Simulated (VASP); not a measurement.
Write the native input for VASP 6.6.1 that does the following.

```
Task                   : single point
Functional             : PBE
Potentials or basis    : VASP PAW PBE potentials, release 64 (Mg, Sb, Ge_d)
Cutoff                 : 520 eV
k mesh                 : 6 × 6 × 4
Occupations            : fermi-dirac, width 0.02 eV
Spin                   : no spin polarisation
Dipole correction      : no
Further INCAR settings : ALGO = Normal; EDIFF = 1e-07; NBANDS = 21
```

The structure of MgGeSb2 lies in POSCAR:

```
MgGeSb2
1.0
    4.4024110354      0.0000000000      0.0000000000
    0.0000000000      4.4024110354      0.0000000000
    0.0000000000      0.0000000000      6.4951828979
Mg Sb Ge
1 2 1
Direct
    0.0000000000      0.0000000000      0.0000000000
    0.0000000000      0.5000000000      0.2607511150
    0.5000000000      0.0000000000      0.7392488850
    0.5000000000      0.5000000000      0.5000000000
```

One way to write it, as run:

INCAR

```
SYSTEM = MgGeSb2
PREC = Accurate
ENCUT = 520
EDIFF = 1E-7
ISMEAR = -1
SIGMA = 0.02
LREAL = .FALSE.
LASPH = .TRUE.
NELM = 60
ALGO = Normal
ISIF = 2
LWAVE = .FALSE.
LCHARG = .FALSE.
GGA = PE
NBANDS = 21
```

KPOINTS

```
Automatic mesh
0
G
  6 6 4
  0 0 0
```

Potentials or basis: VASP PAW PBE potentials, release 64 (Mg, Sb, Ge_d).

The run is started by

```console
$ cat potpaw_PBE.64/Mg/POTCAR potpaw_PBE.64/Sb/POTCAR potpaw_PBE.64/Ge_d/POTCAR > POTCAR
$ mpirun -np 1 vasp_std > vasp.out
```

It gave:

```json
{
  "Pressure": "1.4 GPa",
  "Largest force": "0.118 eV/Å",
  "Band gap on the k mesh": "zero (bands 13 and 14 overlap by 0.25 eV)"
}
```

Caveat: semilocal functionals underestimate gaps, and a narrow one can read as zero; spin-orbit coupling is left out, which moves the levels of the heavy elements.

Wall time 2.5 min on 1 thread of Oxide Virtual Turin-like Processor, with other jobs on the host, peak memory 0.25 GiB.
